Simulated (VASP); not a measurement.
# MgO (Cm) in VASP: a series of runs

The runs below take MgO through single point, with PBEsol.

All numbers are computed with VASP 6.6.1; they aren't measurements. Logs are shortened: lines on timing, memory, paths and dates and some standing lists are left out, and cuts for length are marked.

### 1 The cell of the first run

Symmetry: Cm, No. 8, monoclinic system. The conventional cell has a = 5.961 Å, b = 5.961 Å, c = 4.215 Å, α = 90.00°, β = 90.00°, γ = 90.00°. Mg (site symmetry m) has 6 O at 2.00 to 2.22 Å within 2.7 Å. Within 3.1 Å of Mg (site symmetry m) lie 6 O at 2.11 Å and 12 Mg at 2.88 to 3.09 Å. Mg (site symmetry 1) has 6 O at 2.11 Å and 12 Mg at 2.85 to 3.11 Å within 3.2 Å. Within 2.7 Å of O (site symmetry 1) lie 6 Mg at 2.04 to 2.19 Å. O (site symmetry m) has 6 Mg at 2.00 to 2.22 Å within 2.7 Å. Within 2.8 Å of O (site symmetry m) lie 6 Mg at 2.11 Å.

### 2 Single point, PBEsol (atom 1 (Mg) moved by -0.106 Å along [1 1 0] and -0.106 Å along [0 0 1])

The input, INCAR:

```
ALGO = Normal
EDIFF = 1E-6
ENCUT = 520
GGA = PS
ISIF = 2
ISMEAR = 0
LASPH = T
LCHARG = F
LREAL = F
LWAVE = F
NBANDS = 26
NELM = 100
PREC = Accurate
SIGMA = 0.05
```

The input, KPOINTS:

```
k-points
0
Gamma
  6 6 6
```

The input, POSCAR:

```
MgO
1.0
    4.2149416169      0.0000000000      0.0000000000
    0.0000000000     -4.2149416169      0.0000000000
    0.0000000000      0.0000000000     -4.2149416169
Mg O
4 4
Direct
   -0.0177827656      0.0177827656      0.0251486283
    0.5000000000      0.5000000000      0.0000000000
    0.5000000000      0.0000000000      0.5000000000
    0.0000000000      0.5000000000      0.5000000000
    0.5000000000      0.0000000000      0.0000000000
    0.0000000000      0.5000000000      0.0000000000
    0.0000000000      0.0000000000      0.5000000000
    0.5000000000      0.5000000000      0.5000000000
```

Potentials or basis: VASP PAW PBE potentials, release 64 (Mg, O).

Started as:

```console
> cat potpaw_PBE.64/Mg/POTCAR potpaw_PBE.64/O/POTCAR > POTCAR
> mpirun -np 1 vasp_std > vasp.out
```

OUTCAR:

```text
EDIFF = 1E-6
   ENCUT = 520
   GGA = PS
   ISIF = 2
   ISMEAR = 0
   LASPH = T
   LREAL = F
   NELM = 100
   PREC = Accurate

 ion  position               nearest neighbor table
   1  0.982  0.018  0.025-   7 2.00   6 2.04   5 2.04   5 2.19   6 2.19   7 2.22   4 2.85   3 2.85
                             2 2.88   4 2.96   3 2.96   2 2.98   2 2.98   3 3.01   4 3.01   2 3.09
   2  0.500  0.500  0.000-   5 2.11   6 2.11   8 2.11   8 2.11   5 2.11   6 2.11   1 2.88   4 2.98
                             4 2.98   3 2.98   3 2.98   3 2.98   4 2.98   3 2.98   4 2.98   1 2.98
   3  0.500  0.000  0.500-   5 2.11   7 2.11   8 2.11   5 2.11   8 2.11   7 2.11   1 2.85   1 2.96
                             2 2.98   4 2.98   2 2.98   2 2.98   2 2.98   4 2.98   4 2.98   4 2.98
   4  0.000  0.500  0.500-   6 2.11   7 2.11   8 2.11   6 2.11   7 2.11   8 2.11   1 2.85   1 2.96
                             3 2.98   3 2.98   2 2.98   2 2.98   3 2.98   2 2.98   2 2.98   3 2.98
   5  0.500  0.000  0.000-   1 2.04   2 2.11   3 2.11   3 2.11   2 2.11   1 2.19
   6  0.000  0.500  0.000-   1 2.04   2 2.11   4 2.11   4 2.11   2 2.11   1 2.19
   7  0.000  0.000  0.500-   1 2.00   3 2.11   4 2.11   4 2.11   3 2.11   1 2.22
   8  0.500  0.500  0.500-   2 2.11   3 2.11   4 2.11   2 2.11   3 2.11   4 2.11

  LATTYP: Found a simple cubic cell.
 ALAT       =     4.2149416169

  Lattice vectors:

 A1 = (   4.2149416169,   0.0000000000,   0.0000000000)
 A2 = (   0.0000000000,  -4.2149416169,   0.0000000000)
 A3 = (   0.0000000000,   0.0000000000,  -4.2149416169)

Analysis of symmetry for initial positions (statically):
=====================================================================
 Subroutine PRICEL returns:
 Original cell was already a primitive cell.

 Routine SETGRP: Setting up the symmetry group for a
 simple cubic supercell.

 Subroutine GETGRP returns: Found  2 space group operations
 (whereof  2 operations were pure point group operations)
 out of a pool of 48 trial point group operations.

The static configuration has the point symmetry C_1h.

Analysis of symmetry for dynamics (positions and initial velocities):
=====================================================================
 Subroutine PRICEL returns:
 Original cell was already a primitive cell.

 Routine SETGRP: Setting up the symmetry group for a
 simple cubic supercell.

 Subroutine GETGRP returns: Found  2 space group operations
 (whereof  2 operations were pure point group operations)
 out of a pool of 48 trial point group operations.

The dynamic configuration has the point symmetry C_1h.

 Subroutine INISYM returns: Found  2 space group operations
 (whereof  2 operations are pure point group operations),
 and found     1 'primitive' translations

----------------------------------------------------------------------------------------

                                     Primitive cell

  volume of cell :      74.8815

  direct lattice vectors                    reciprocal lattice vectors
     4.214941617  0.000000000  0.000000000     0.237251210  0.000000000  0.000000000
     0.000000000 -4.214941617  0.000000000     0.000000000 -0.237251210  0.000000000
     0.000000000  0.000000000 -4.214941617     0.000000000  0.000000000 -0.237251210

  length of vectors
     4.214941617  4.214941617  4.214941617     0.237251210  0.237251210  0.237251210

  position of ions in fractional coordinates (direct lattice)
     0.982217234  0.017782766  0.025148628
     0.500000000  0.500000000  0.000000000
     0.500000000  0.000000000  0.500000000
     0.000000000  0.500000000  0.500000000
     0.500000000  0.000000000  0.000000000
     0.000000000  0.500000000  0.000000000
     0.000000000  0.000000000  0.500000000
     0.500000000  0.500000000  0.500000000

  ion indices of the primitive-cell ions
   primitive index   ion index
                 1           1
                 2           2
                 3           3
                 4           4
                 5           5
                 6           6
                 7           7
                 8           8

----------------------------------------------------------------------------------------

 KPOINTS: k-points

Automatic generation of k-mesh.
 Grid dimensions read from file:
 generate k-points for:    6    6    6

 Generating k-lattice:

  Cartesian coordinates                     Fractional coordinates (reciprocal lattice)
     0.039541868  0.000000000  0.000000000     0.166666667  0.000000000  0.000000000
     0.000000000 -0.039541868  0.000000000     0.000000000  0.166666667  0.000000000
     0.000000000  0.000000000 -0.039541868     0.000000000  0.000000000  0.166666667

  Length of vectors
     0.039541868  0.039541868  0.039541868

  Shift w.r.t. Gamma in fractional coordinates (k-lattice)
     0.000000000  0.000000000  0.000000000

 Subroutine IBZKPT returns following result:
 ===========================================

 Found     68 irreducible k-points:

 Following reciprocal coordinates:
            Coordinates               Weight
  0.000000  0.000000  0.000000      1.000000
  0.166667  0.000000  0.000000      4.000000
  0.000000  0.000000  0.166667      2.000000
  0.333333  0.000000  0.000000      4.000000
  0.000000  0.000000  0.333333      2.000000
  0.500000  0.000000  0.000000      2.000000
[... 16 lines left out ...]
  0.333333  0.000000  0.333333      4.000000
 -0.333333  0.333333  0.000000      2.000000
 [... further k-points ...]
   k-points           NKPTS =     68   k-points in BZ     NKDIM =     68   number of bands    NBANDS=     26
   number of dos      NEDOS =    301   number of ions     NIONS =      8
   total plane-waves  NPLWV =  32768
   dimension x,y,z NGX =    32 NGY =   32 NGZ =   32
   dimension x,y,z NGXF=    64 NGYF=   64 NGZF=   64
   ions per type =               4   4
   NGX,Y,Z   is equivalent  to a cutoff of  12.62, 12.62, 12.62 a.u.
   NGXF,Y,Z  is equivalent  to a cutoff of  25.24, 25.24, 25.24 a.u.
 SYSTEM =  unknown system
   PREC   = accura    normal or accurate (medium, high low for compatibility)
   ISTART =      0    job   : 0-new  1-cont  2-samecut
   ICHARG =      2    charge: 1-file 2-atom 10-const
   ISPIN  =      1    spin polarized calculation?
   LNONCOLLINEAR =      F non collinear calculations
   LSORBIT =      F    spin-orbit coupling
   LASPH  =      T    aspherical Exc in radial PAW
   ENCUT  =  520.0 eV  38.22 Ry    6.18 a.u.   7.84  7.84  7.84*2*pi/ulx,y,z
   NELM   =    100;   NELMIN=  2; NELMDL= -5     # of ELM steps
   EDIFF  = 0.1E-05   stopping-criterion for ELM
   LREAL  =      F    real-space projection
   EDIFFG = 0.1E-04   stopping-criterion for IOM
   NSW    =      0    number of steps for IOM
   IBRION =     -1    ionic relax: 0-MD 1-quasi-New 2-CG
   NFREE  =      0    steps in history (QN), initial steepest desc. (CG)
   ISIF   =      2    stress and relaxation
   ISYM   =      2    0-nonsym 1-usesym 2-fastsym
   POTIM  = 0.5000    time-step for ionic-motion
   TEBEG  =    0.0;   TEEND  =   0.0 temperature during run
   PSTRESS=    0.0 pullay stress
   NELECT =      32.0000    total number of electrons
   NUPDOWN=      -1.0000    fix difference up-down
   EMIN   =  10.00;   EMAX   =-10.00  energy-range for DOS
   EFERMI =   0.00;   METHOD = LEGACY
   ISMEAR =     0;   SIGMA  =   0.05  broadening in eV -4-tet -1-fermi 0-gaus
   EFERMI_NEDOS =   21; number of points for ismear=-14 and -15
   IALGO  =     38    algorithm
   IMIX   =      4    mixing-type and parameters
     AMIX     =   0.40;   BMIX     =  1.00
     AMIX_MAG =   1.60;   BMIX_MAG =  1.00
  volume/ion in A,a.u.               =       9.36        63.17
  Fermi-wavevector in a.u.,A,eV,Ry     =   1.233105  2.330230 20.688298  1.520547
  Thomas-Fermi vector in A             =   2.367848
   LORBIT       =      0    0 simple, 1 ext, 2 COOP (PROOUT), +10 PAW based schemes
   GGA     = PS    functional components
   LHFCALC =     F    Hartree Fock is set to
   AEXX    =    0.0000 exact exchange contribution
   IVDW    =     0    specifies the selected vdW correction
   LEPSILON=     F    determine dielectric tensor
   LRPA    =     F    only Hartree local field effects (RPA)
 non-spin polarized calculation
 Gauss-broadening in eV      SIGMA  =   0.05
  energy-cutoff  :      520.00
  volume of cell :       74.88
 maximum number of plane-waves:      2040
   NGX = 15   NGY = 15   NGZ = 15

 number of electron      31.9999987 magnetization

 Free energy of the ion-electron system (eV)
  ---------------------------------------------------
  ext. energy  EPLUGINS =         0.00000000
  ---------------------------------------------------
  free energy    TOTEN  =       -49.93987397 eV

  energy without entropy =      -49.93987397  energy(sigma->0) =      -49.93987397

 E-fermi :   3.3605     XC(G=0): -11.2976

 val. band max:        3.0497061691   @ k =   0.0000   0.0000   0.0000
 cond. band min:       7.6592490537   @ k =   0.0000   0.0000   0.0000
 fundamental gap:      4.6095428845
 Fermi energy:         3.3605258117

 k-point     1 :       0.0000    0.0000    0.0000
  band No.  band energies     occupation
      1     -14.1487      2.00000
      2     -12.5838      2.00000
      3     -12.5761      2.00000
      4     -12.5705      2.00000
      5      -1.0929      2.00000
      6      -1.0835      2.00000
[... 18 lines left out ...]
     25      16.0017      0.00000
     26      16.0154      0.00000

 k-point     2 :       0.1667    0.0000    0.0000
  band No.  band energies     occupation
      1     -14.0494      2.00000
      2     -12.6881      2.00000
      3     -12.5650      2.00000
      4     -12.5618      2.00000
      5      -0.9568      2.00000
      6      -0.9455      2.00000
[... 18 lines left out ...]
     25      15.8565      0.00000
[... 608 lines left out ...]
     25      15.4230      0.00000
     26      16.3223      0.00000

 k-point    24 :      -0.3333    0.3333    0.0000
  band No.  band energies     occupation
      1     -13.4577      2.00000
      2     -12.8414      2.00000
      3     -12.8289      2.00000
      4     -12.6068      2.00000
      5      -0.5416      2.00000
      6      -0.5267      2.00000
[... 18 lines left out ...]
     25      15.4466      0.00000
     26      16.4393      0.00000

 [... further k-points ...]
[... 5 lines left out ...]
  --------------------------------------------------------------------------------------
  -------------------------------------------------------------------------------------
  Total       -0.0470945     -0.0470945      0.1733128     -0.0040153     -0.0069498     -0.0069498
  in kB       -1.0076423     -1.0076423      3.7082288     -0.0859118     -0.1486993     -0.1486997
  external PRESSURE =       0.5643147 kB  Pullay stress =       0.0000000 kB

 VOLUME and BASIS-vectors are now :
 -----------------------------------------------------------------------------
  energy-cutoff  :      520.00
  volume of cell :       74.88
      direct lattice vectors                 reciprocal lattice vectors
     4.214941617  0.000000000  0.000000000     0.237251210  0.000000000  0.000000000
     0.000000000 -4.214941617  0.000000000     0.000000000 -0.237251210  0.000000000
     0.000000000  0.000000000 -4.214941617     0.000000000  0.000000000 -0.237251210

 POSITION                                       TOTAL-FORCE (eV/Angst)
 -----------------------------------------------------------------------------------
      4.13999     -0.07495     -0.10600         0.725270      0.725270      1.059717
      2.10747     -2.10747      0.00000        -0.192625     -0.192625      0.080607
      2.10747      0.00000     -2.10747        -0.195881      0.057792     -0.273457
      0.00000     -2.10747     -2.10747         0.057792     -0.195881     -0.273457
      2.10747      0.00000      0.00000        -0.205958     -0.107277     -0.152270
      0.00000     -2.10747      0.00000        -0.107277     -0.205958     -0.152270
      0.00000      0.00000     -2.10747        -0.103735     -0.103735     -0.320084
      2.10747     -2.10747     -2.10747         0.022413      0.022413      0.031213
 -----------------------------------------------------------------------------------
    total drift:                                0.000259      0.000259      0.000822

  FREE ENERGIE OF THE ION-ELECTRON SYSTEM (eV)
  ---------------------------------------------------
  free  energy   TOTEN  =       -49.9398739673 eV

  energy  without entropy=      -49.9398739673  energy(sigma->0) =      -49.93987397
```

It took 38 s on 1 thread of Intel Xeon 6975P-C (Granite Rapids), shared host; peak memory 0.24 GiB.

Results:

* Free energy: -49.9399 eV
* Pressure: 0.1 GPa
* Largest force: 1.475 eV/Å
* Band gap on the k mesh: 4.61 eV

Forces on the atoms (eV/Å):
```
Mg   0.725  0.725  1.060
Mg  -0.193 -0.193  0.081
Mg  -0.196  0.058 -0.273
Mg   0.058 -0.196 -0.273
O   -0.206 -0.107 -0.152
O   -0.107 -0.206 -0.152
O   -0.104 -0.104 -0.320
O    0.022  0.022  0.031
```

Caveat: the cell differs from its parent crystal (atom 1 (Mg) moved by -0.106 Å along [1 1 0] and -0.106 Å along [0 0 1]); the PAW data sets were made with another functional, which shifts forces and pressure a little.

### 3 Single point, PBEsol (atom 1 (Mg) moved by -0.530 Å along [1 1 0] and -0.530 Å along [0 0 1])

The input, INCAR:

```
SYSTEM = MgO
PREC = Accurate ; ENCUT = 840
EDIFF = 1E-6 ; ISMEAR = 0
SIGMA = 0.05 ; LREAL = .FALSE.
LASPH = .TRUE. ; NELM = 120
ALGO = Normal ; ISIF = 2
LWAVE = .FALSE. ; LCHARG = .FALSE.
GGA = PS ; NBANDS = 42
GGA_COMPAT = .FALSE.
```

The input, KPOINTS:

```
Automatic mesh
0
G
  6 6 6
  0 0 0
```

Edit POSCAR of step 2 so:

```diff
@@ -8,3 +8,3 @@
 Direct
-   -0.0177827656      0.0177827656      0.0251486283
+   -0.0889138280      0.0889138280      0.1257431415
     0.5000000000      0.5000000000      0.0000000000
```

Potentials or basis: VASP PAW PBE potentials, release 64 (Mg_sv, O).

Started as:

```console
> cat potpaw_PBE.64/Mg_sv/POTCAR potpaw_PBE.64/O/POTCAR > POTCAR
> mpirun -np 1 vasp_std > vasp.out
```

OUTCAR:

```text
SYSTEM = MgO
   PREC = Accurate
   ENCUT = 840
   EDIFF = 1E-6
   ISMEAR = 0
   LREAL = .FALSE.
   LASPH = .TRUE.
   NELM = 120
   ISIF = 2
   GGA = PS

 ion  position               nearest neighbor table
   1  0.911  0.089  0.126-   7 1.66   6 1.85   5 1.85
   2  0.500  0.500  0.000-   5 2.11   6 2.11   8 2.11   8 2.11   5 2.11   6 2.11
   3  0.500  0.000  0.500-   5 2.11   7 2.11   8 2.11   5 2.11   8 2.11   7 2.11
   4  0.000  0.500  0.500-   6 2.11   7 2.11   8 2.11   6 2.11   7 2.11   8 2.11
   5  0.500  0.000  0.000-   1 1.85   2 2.11   3 2.11   3 2.11   2 2.11
   6  0.000  0.500  0.000-   1 1.85   2 2.11   4 2.11   4 2.11   2 2.11
[... 1293 lines left out ...]
  Total        4.9670423      4.9670423     10.7814676     -0.5376009     -1.7479501     -1.7479499
  in kB      106.2756461    106.2756461    230.6820360    -11.5025972    -37.3994243    -37.3994197
  external PRESSURE =     147.7444427 kB  Pullay stress =       0.0000000 kB

 VOLUME and BASIS-vectors are now :
 -----------------------------------------------------------------------------
  energy-cutoff  :      840.00
  volume of cell :       74.88
      direct lattice vectors                 reciprocal lattice vectors
     4.214941617  0.000000000  0.000000000     0.237251210  0.000000000  0.000000000
     0.000000000 -4.214941617  0.000000000     0.000000000 -0.237251210  0.000000000
     0.000000000  0.000000000 -4.214941617     0.000000000  0.000000000 -0.237251210

 POSITION                                       TOTAL-FORCE (eV/Angst)
 -----------------------------------------------------------------------------------
      3.84018     -0.37477     -0.53000         2.477849      2.477849      8.190908
      2.10747     -2.10747      0.00000        -1.113766     -1.113766      0.552910
      2.10747      0.00000     -2.10747        -1.539983      0.527008     -1.731201
      0.00000     -2.10747     -2.10747         0.527008     -1.539983     -1.731201
      2.10747      0.00000      0.00000        -1.000418     -0.232865     -0.388813
      0.00000     -2.10747      0.00000        -0.232865     -1.000418     -0.388813
      0.00000      0.00000     -2.10747         0.652995      0.652995     -4.749412
      2.10747     -2.10747     -2.10747         0.229181      0.229181      0.245622
 -----------------------------------------------------------------------------------
    total drift:                               -0.001914     -0.001914     -0.000781

  FREE ENERGIE OF THE ION-ELECTRON SYSTEM (eV)
  ---------------------------------------------------
  free  energy   TOTEN  =       -46.9426558052 eV

  energy  without entropy=      -46.9426558052  energy(sigma->0) =      -46.94265581
```

OSZICAR:

```text
N       E                     dE             d eps       ncg     rms          rms(c)
DAV:   1     0.990030334847E+03    0.99003E+03   -0.53630E+04  5712   0.253E+03
DAV:   2     0.367124749217E+02   -0.95332E+03   -0.91761E+03  6264   0.719E+02
DAV:   3    -0.426580712093E+02   -0.79371E+02   -0.78632E+02  7998   0.176E+02
DAV:   4    -0.528933845968E+02   -0.10235E+02   -0.10144E+02  8686   0.507E+01
DAV:   5    -0.533530939801E+02   -0.45971E+00   -0.45959E+00  7256   0.909E+00    0.170E+01
DAV:   6    -0.470801771933E+02    0.62729E+01   -0.18638E+01  6816   0.228E+01    0.589E+00
DAV:   7    -0.470136380039E+02    0.66539E-01   -0.11657E+00  7294   0.674E+00    0.330E+00
DAV:   8    -0.469465540226E+02    0.67084E-01   -0.20916E-01  6772   0.367E+00    0.511E-01
DAV:   9    -0.469417808626E+02    0.47732E-02   -0.29895E-02  6936   0.119E+00    0.200E-01
DAV:  10    -0.469426328005E+02   -0.85194E-03   -0.48889E-03  7532   0.373E-01    0.150E-01
DAV:  11    -0.469426498774E+02   -0.17077E-04   -0.49907E-04  7430   0.171E-01    0.423E-02
DAV:  12    -0.469426560538E+02   -0.61764E-05   -0.69123E-05  7416   0.549E-02    0.964E-03
DAV:  13    -0.469426558052E+02    0.24859E-06   -0.74846E-06  6624   0.213E-02
   1 F= -.46942656E+02 E0= -.46942656E+02  d E =-.513010E-26
```

It took 3.4 min on 1 thread of Intel Xeon Platinum 8488C (Sapphire Rapids), shared host; peak memory 0.44 GiB.

Results:

```yaml
Free_energy: -46.9427 eV
Pressure: 14.8 GPa
Largest_force: 8.909 eV/Å
Band_gap_on_the_k_mesh: 4.41 eV
```

Forces in eV/Å, atoms in the order of the input:
```
Mg   2.478  2.478  8.191
Mg  -1.114 -1.114  0.553
Mg  -1.540  0.527 -1.731
Mg   0.527 -1.540 -1.731
O   -1.000 -0.233 -0.389
O   -0.233 -1.000 -0.389
O    0.653  0.653 -4.749
O    0.229  0.229  0.246
```

Stress tensor (GPa, compression positive):
```
10.63 -1.15 -3.74
-1.15 10.63 -3.74
-3.74 -3.74 23.07
```

Levels at points of the mesh, in eV from the valence-band top:
```tsv
k point	band 28	band 29	band 30	band 31	band 32	band 33	band 34	band 35	band 36	band 37
(0.00, 0.00, 0.00)	-1.36	-1.31	-0.22	-0.21	0.00	4.41	8.17	8.99	9.04	9.42
(0.50, 0.00, 0.00)	-1.61	-0.94	-0.90	-0.88	-0.65	7.47	7.94	9.84	10.68	11.09
(0.00, 0.00, 0.50)	-1.66	-1.11	-1.08	-0.72	-0.53	7.31	7.99	9.77	10.82	10.95
(0.50, 0.50, 0.00)	-1.69	-1.05	-1.00	-0.76	-0.23	8.49	9.10	9.31	9.58	10.78
(0.00, 0.50, 0.50)	-1.61	-0.99	-0.89	-0.81	-0.30	8.41	9.11	9.38	9.67	10.58
(0.50, 0.50, 0.50)	-0.91	-0.86	-0.72	-0.33	-0.21	7.10	7.68	7.79	7.90	11.60
```

Caveat: the cell differs from its parent crystal (atom 1 (Mg) moved by -0.530 Å along [1 1 0] and -0.530 Å along [0 0 1]); the stress differs along the axes, from 11 to 23 GPa; the PAW data sets were made with another functional, which shifts forces and pressure a little.
